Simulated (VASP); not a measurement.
# Al (P6_3/mmc) in VASP: notebook, part 2 of 2

VASP 6.6.1. Earlier steps stand in the parts before.

### 3 Single point, PBEsol

This run uses another cell than the first one, of the same volume but with other edges.

Contents of INCAR:

```
SYSTEM = Al
PREC     = Accurate       ! precision mode
ENCUT    = 520            ! plane-wave cutoff, eV
EDIFF    = 1E-6           ! SCF threshold, eV
ISMEAR   = 0              ! smearing method
SIGMA    = 0.15           ! smearing width, eV
LREAL    = .False.        ! projectors in reciprocal space
LASPH    = .True.         ! aspherical terms in the spheres
NELM     = 60             ! most SCF steps
ALGO     = Fast           ! electronic algorithm
ISIF     = 2              ! what is computed and relaxed
LWAVE    = .False.        ! write WAVECAR
LCHARG   = .True.         ! write CHGCAR
GGA      = PS             ! functional
LELF     = .True.         ! ELF
LVHAR    = .True.       
NBANDS   = 10             ! bands
```

Contents of KPOINTS:

```
regular mesh
0
Gamma
  24 24 14
  0 0 0
```

Contents of POSCAR:

```
Al
1.0
    2.8891163993      0.0000000000      0.0000000000
   -1.4445581996      2.5020481963      0.0000000000
    0.0000000000      0.0000000000      4.5128162278
Al
2
Direct
    0.6666666667      0.3333333333      0.7500000000
    0.3333333333      0.6666666667      0.2500000000
```

Potentials or basis: VASP PAW PBE potentials, release 64 (Al).

Launch:

```console
$ cat potpaw_PBE.64/Al/POTCAR > POTCAR
$ mpirun -np 1 vasp_std > vasp.out
```

Run time: 3.2 min. Hardware: 1 thread of Intel Xeon 8259CL, shared host; peak memory 0.25 GiB.

The run converged. Its results:

* Free energy: -8.1087 eV
* Pressure: 0.3 GPa
* Band gap on the k mesh: zero (bands 3 and 4 overlap by 8.13 eV)

Stress tensor (GPa, compression positive):
```
-1.00  0.00  0.00
 0.00 -1.00  0.00
 0.00  0.00  2.84
```

Levels at points of the mesh, in eV from the Fermi level:
```tsv
k point	band 1	band 2	band 3	band 4	band 5	band 6	band 7	band 8
(0.00, 0.00, 0.00)	-11.20	-4.37	-3.83	9.93	9.93	10.47	10.47	12.50
(0.50, 0.00, 0.00)	-5.55	-5.29	0.65	1.58	1.59	2.10	5.11	6.99
(0.00, 0.00, 0.50)	-9.40	-9.40	4.33	4.33	11.30	11.30	11.30	11.30
(0.50, 0.00, 0.50)	-4.02	-4.02	-3.30	-3.30	6.67	6.67	7.60	7.60
```

Caveat: the PAW data sets were made with another functional, which shifts forces and pressure a little.

### 4 Single point, PBEsol

This run uses another cell than the first one, of the same volume but with other edges.

Contents of INCAR:

```
PREC = Accurate
ENCUT = 520
EDIFF = 1E-6
ISMEAR = 0
SIGMA = 0.15
LREAL = False
LASPH = True
NELM = 60
ALGO = Fast
ISIF = 2
LWAVE = False
LCHARG = False
GGA = PS
NBANDS = 10
```

Contents of KPOINTS:

```
regular mesh
0
Gamma
  24 24 14
```

Contents of POSCAR:

```
Al
1.0
    2.8040925965      0.0000000000      0.0000000000
   -1.4020462982      2.4284154232      0.0000000000
    0.0000000000      0.0000000000      4.7906343677
Al
2
Direct
    0.6666666667      0.3333333333      0.7500000000
    0.3333333333      0.6666666667      0.2500000000
```

Launch:

```console
$ cat potpaw_PBE.64/Al/POTCAR > POTCAR
$ mpirun -np 1 vasp_std > vasp.out
```

It took 3.3 min on 1 thread of Intel Xeon 8259CL, shared host; peak memory 0.25 GiB.

Results (log left out):

```yaml
Free_energy: -8.1187 eV
Pressure: 0.2 GPa
Band_gap_on_the_k_mesh: zero (bands 3 and 4 overlap by 6.93 eV)
```

Stress tensor (GPa, compression positive):
```
 1.07  0.00  0.00
 0.00  1.07  0.00
 0.00  0.00 -1.40
```

Levels at points of the mesh, in eV from the Fermi level:
```
           k point  band 1  band 2  band 3  band 4  band 5  band 6  band 7
(0.00, 0.00, 0.00)  -11.19   -4.92   -4.85   11.42   11.42   11.48   11.62
(0.50, 0.00, 0.00)   -5.12   -5.03    0.62    0.77    1.44    1.50    6.21
(0.00, 0.00, 0.50)   -9.59   -9.59    2.65    2.65   12.45   12.45   12.45
(0.50, 0.00, 0.50)   -3.87   -3.87   -3.12   -3.12    7.52    7.52    7.58
```

Caveat: the PAW data sets were made with another functional, which shifts forces and pressure a little.

### 5 Single point, PBEsol

This run uses another cell than the first one, of the same volume but with other edges.

Contents of INCAR:

```
SYSTEM = Al
ALGO = Fast
EDIFF = 1E-7
ENCUT = 520
GGA = PS
ISIF = 2
ISMEAR = 0
LASPH = .TRUE.
LCHARG = .FALSE.
LREAL = .FALSE.
LWAVE = .FALSE.
NBANDS = 10
NELM = 60
PREC = Accurate
SIGMA = 0.15
```

Contents of KPOINTS:

```
k-points
0
G
  24 24 14
  0 0 0
```

Contents of POSCAR:

```
Al
1.0
    3.0701442991      0.0000000000      0.0000000000
   -1.5350721495      2.6588229563      0.0000000000
    0.0000000000      0.0000000000      3.9963190297
Al
2
Direct
    0.6666666667      0.3333333333      0.7500000000
    0.3333333333      0.6666666667      0.2500000000
```

Launch:

```console
$ cat potpaw_PBE.64/Al/POTCAR > POTCAR
$ mpirun -np 1 vasp_std > vasp.out
```

Wall time 3.4 min (1 thread of Intel Xeon 8259CL, shared host); peak memory 0.24 GiB.

It converged, with:

```yaml
Free_energy: -7.8658 eV
Pressure: 4.9 GPa
Band_gap_on_the_k_mesh: zero (bands 3 and 4 overlap by 11.68 eV)
```

Stress tensor (GPa, compression positive):
```
-0.45  0.00  0.00
 0.00 -0.45  0.00
 0.00  0.00 15.68
```

Levels at points of the mesh, in eV from the Fermi level:
| k point | band 1 | band 2 | band 3 | band 4 | band 5 | band 6 | band 7 |
| --- | --- | --- | --- | --- | --- | --- | --- |
| (0.00, 0.00, 0.00) | -11.16 | -2.90 | -1.37 | 7.16 | 7.16 | 8.33 | 8.33 |
| (0.50, 0.00, 0.00) | -6.32 | -5.74 | 1.30 | 2.40 | 3.14 | 3.20 | 3.64 |
| (0.00, 0.00, 0.50) | -8.87 | -8.87 | 8.30 | 8.30 | 9.05 | 9.05 | 9.05 |
| (0.50, 0.00, 0.50) | -4.22 | -4.22 | -3.38 | -3.38 | 5.13 | 5.13 | 6.98 |

Caveat: the stress differs along the axes, from -0 to 16 GPa; the PAW data sets were made with another functional, which shifts forces and pressure a little.

### 6 Single point, PBEsol

This run uses another cell than the first one, of the same volume but with other edges.

Contents of INCAR:

```
PREC = Accurate
ENCUT = 520
EDIFF = 1E-6
ISMEAR = 0
SIGMA = 0.15
LREAL = F
LASPH = T
NELM = 60
ALGO = Fast
ISIF = 2
LWAVE = F
LCHARG = F
GGA = PS
NBANDS = 10
```

Contents of KPOINTS:

```
regular mesh
0
Gamma
  24 24 14
```

Contents of POSCAR:

```
Al
1.0
    2.6114056116      0.0000000000      0.0000000000
   -1.3057028058      2.2615435992      0.0000000000
    0.0000000000      0.0000000000      5.5236869996
Al
2
Direct
    0.6666666667      0.3333333333      0.7500000000
    0.3333333333      0.6666666667      0.2500000000
```

Potentials or basis: VASP PAW PBE potentials, release 64 (Al).

Launch:

```console
$ cat potpaw_PBE.64/Al/POTCAR > POTCAR
$ mpirun -np 1 vasp_std > vasp.out
```

Wall time 3.7 min (1 thread of Intel Xeon 8259CL, shared host); peak memory 0.24 GiB.

The run converged. Its results:

- Free energy: -7.7779 eV
- Pressure: 7.3 GPa
- Band gap on the k mesh: zero (bands 3 and 4 overlap by 4.98 eV)

Stress tensor (GPa, compression positive):
```
15.06  0.00  0.00
 0.00 15.06  0.00
 0.00  0.00 -8.26
```

Levels at points of the mesh, in eV from the Fermi level:
```
           k point  band 1  band 2  band 3  band 4  band 5  band 6  band 7
(0.00, 0.00, 0.00)  -11.16   -7.23   -5.48    6.92    7.34   14.36   14.36
(0.50, 0.00, 0.00)   -4.36   -4.06   -0.69    0.32    1.13    1.64    9.08
(0.00, 0.00, 0.50)   -9.99   -9.99   -0.52   -0.52   14.85   14.85   14.85
(0.50, 0.00, 0.50)   -3.57   -3.57   -2.40   -2.40    5.95    5.95    6.24
```

Caveat: the stress differs along the axes, from -8 to 15 GPa; the PAW data sets were made with another functional, which shifts forces and pressure a little.

### 7 Single point, PBEsol, collinear spin

Contents of INCAR:

```
ALGO = Normal
EDIFF = 1E-7
ENCUT = 520
GGA = PS
ISIF = 2
ISMEAR = 0
ISPIN = 2
LASPH = True
LCHARG = False
LORBIT = 11
LREAL = False
LWAVE = False
MAGMOM = 2 3
NBANDS = 14
NELM = 150
PREC = Accurate
SIGMA = 0.15
```

Contents of KPOINTS:

```
k-points
0
Gamma
  24 24 14
```

Contents of POSCAR:

```
Al
1.0
    2.7609458485      0.0000000000      0.0000000000
   -1.3804729242      2.3910492433      0.0000000000
    0.0000000000      0.0000000000      4.9415358429
Al
2
Direct
    0.6666666667      0.3333333333      0.7500000000
    0.3333333333      0.6666666667      0.2500000000
```

Launch:

```console
$ cat potpaw_PBE.64/Al/POTCAR > POTCAR
$ mpirun -np 1 vasp_std > vasp.out
```

Wall time 13 min (1 thread of Oxide Virtual Turin-like, shared host); peak memory 0.36 GiB.

Results (log left out):

| Quantity | Value |
| --- | --- |
| Free energy | -8.0915 eV |
| Pressure | 0.9 GPa |
| Band gap on the k mesh | zero (filled and empty bands overlap) |
| Net moment | 0.00 μB per cell |
| Valence electrons inside the program's atomic spheres | Al 0.78 |

Stress tensor (GPa, compression positive):
```
 2.85  0.00  0.00
 0.00  2.85  0.00
 0.00  0.00 -3.02
```

Levels at points of the mesh, in eV from the Fermi level:
Spin up:
| k point | band 1 | band 2 | band 3 | band 4 | band 5 | band 6 | band 7 |
| --- | --- | --- | --- | --- | --- | --- | --- |
| (0.00, 0.00, 0.00) | -11.18 | -5.46 | -5.04 | 10.61 | 11.57 | 12.20 | 12.20 |
| (0.50, 0.00, 0.00) | -4.89 | -4.88 | 0.40 | 0.67 | 1.21 | 1.42 | 6.81 |
| (0.00, 0.00, 0.50) | -9.68 | -9.68 | 1.87 | 1.87 | 13.02 | 13.02 | 13.02 |
| (0.50, 0.00, 0.50) | -3.80 | -3.80 | -2.99 | -2.99 | 7.32 | 7.32 | 7.59 |
Spin down:
```tsv
k point	band 1	band 2	band 3	band 4	band 5	band 6
(0.00, 0.00, 0.00)	-11.18	-5.46	-5.04	10.61	11.57	12.20
(0.50, 0.00, 0.00)	-4.89	-4.88	0.40	0.67	1.21	1.42
(0.00, 0.00, 0.50)	-9.68	-9.68	1.87	1.87	13.02	13.02
(0.50, 0.00, 0.50)	-3.80	-3.80	-2.99	-2.99	7.32	7.32
```

Caveat: the stress differs along the axes, from -3 to 3 GPa; the PAW data sets were made with another functional, which shifts forces and pressure a little.

### 8 Summary

```tsv
spin	cell	gap on the mesh (eV)	pressure (GPa)
off	a = 2.761, b = 2.761, c = 4.942 Å, angles 90.0, 90.0, 120.0°, 2 atoms	none	0.9
off	a = 2.889, b = 2.889, c = 4.513 Å, angles 90.0, 90.0, 120.0°, 2 atoms	none	0.3
off	a = 2.804, b = 2.804, c = 4.791 Å, angles 90.0, 90.0, 120.0°, 2 atoms	none	0.2
off	a = 3.070, b = 3.070, c = 3.996 Å, angles 90.0, 90.0, 120.0°, 2 atoms	none	4.9
off	a = 2.611, b = 2.611, c = 5.524 Å, angles 90.0, 90.0, 120.0°, 2 atoms	none	7.3
collinear	a = 2.761, b = 2.761, c = 4.942 Å, angles 90.0, 90.0, 120.0°, 2 atoms	none	0.9
```

Alike in all rows: task single point; level PBEsol; potentials or basis VASP PAW PBE potentials, release 64 (Al); k mesh 24 × 24 × 14; cutoff (eV) 520; smearing gaussian 0.15 eV.

Caveats: the PAW data sets were made with another functional, which shifts forces and pressure a little; the stress differs along the axes, from -3 to 3 GPa (at least some runs); the stress differs along the axes, from -0 to 16 GPa (at least some runs); the stress differs along the axes, from -8 to 15 GPa (at least some runs).

Absolute energies hang on the potentials; compare differences alone.
